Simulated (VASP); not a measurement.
Input of a VASP 6.6.1 run:

File INCAR:

```
SYSTEM = Sn
ALGO = Normal
EDIFF = 1E-6
ENCUT = 520
GGA = PE
ISIF = 2
ISMEAR = -1
LASPH = .TRUE.
LCHARG = .TRUE.
LELF = .TRUE.
LREAL = .FALSE.
LVHAR = .TRUE.
LWAVE = .FALSE.
NBANDS = 13
NELM = 80
PREC = Accurate
SIGMA = 0.1
```

File KPOINTS:

```
k-points
0
G
  15 15 15
  0 0 0
```

File POSCAR:

```
Sn
1.0
   -1.8549170423      1.8549170423      1.8549170423
    1.8549170423     -1.8549170423      1.8549170423
    1.8549170423      1.8549170423     -1.8549170423
Sn
1
Direct
    0.0000000000      0.0000000000      0.0000000000
```

Potentials or basis: VASP PAW PBE potentials, release 64 (Sn_d).

The run is started by

```sh
$ cat potpaw_PBE.64/Sn_d/POTCAR > POTCAR
$ mpirun -np 1 vasp_std > vasp.out
```

Predict the band gap on the k mesh.

zero (bands 7 and 8 overlap by 11.24 eV).

What does it give for the pressure?

4.4 GPa.

Caveat: the cell stands under pressure; spin-orbit coupling is left out, which moves the levels of the heavy elements.
